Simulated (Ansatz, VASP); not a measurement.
# One calculation of AlAuC6N6, two programs

```
Al C Au N
1.0
     0.00000    5.35733    5.35733
     5.35733    0.00000    5.35733
     5.35733    5.35733    0.00000
Al C Au N
1 6 1 6
Direct
  0.50000 0.50000 0.50000
  0.79275 0.20725 0.20725
  0.20725 0.79275 0.20725
  0.20725 0.20725 0.79275
  0.20725 0.79275 0.79275
  0.79275 0.20725 0.79275
  0.79275 0.79275 0.20725
  0.00000 0.00000 0.00000
  0.68426 0.31574 0.31574
  0.31574 0.68426 0.31574
  0.31574 0.31574 0.68426
  0.31574 0.68426 0.68426
  0.68426 0.31574 0.68426
  0.68426 0.68426 0.31574
```

Alike in both runs: functional PBE; k mesh 4 × 4 × 4; occupations gaussian, width 0.1 eV; collinear spin.

Ansatz relaxed the structure, and its values are those at the end. VASP's run is a single point on that final structure, the one shown.

```csv
,VASP,Ansatz
version,VASP 6.6.1,Ansatz 0.2.0
potentials or method,"VASP PAW PBE potentials, release 64 (Al, C, Au, N), cutoff 520 eV","scalar-relativistic, plane waves, PAW"
valence electrons in the cell,68,76
```

|  | VASP | Ansatz | Ansatz less VASP |
| --- | --- | --- | --- |
| gap on the k mesh at the Fermi level (eV) | 0.59 | 0.59 | +0.008 |
| least direct gap on the mesh (eV) | 0.59 | 0.59 | +0.008 |
| pressure (GPa) | 0.5 | 0.1 | -0.34 |
| rms of the force components (eV/Å) | 0.221 | 0.015 | -0.2053 |
| net moment per atom (μB) | 0.14 | 0.14 | 0.000 |
| size of the moment on the site where the two differ most (μB) | 0.14 | 0.06 | -0.079 |

Site moments also hang on the region over which each program counts them. One of these differences is far larger than is usual between the two programs; its cause wasn't traced. VASP's potentials hold 68 valence electrons a cell and Ansatz's 76, so a difference there can come from the potentials and not from the codes.

Neither program's run includes spin-orbit coupling. Noted on VASP's run: the standard files for N, O and F lose accuracy on very short bonds.
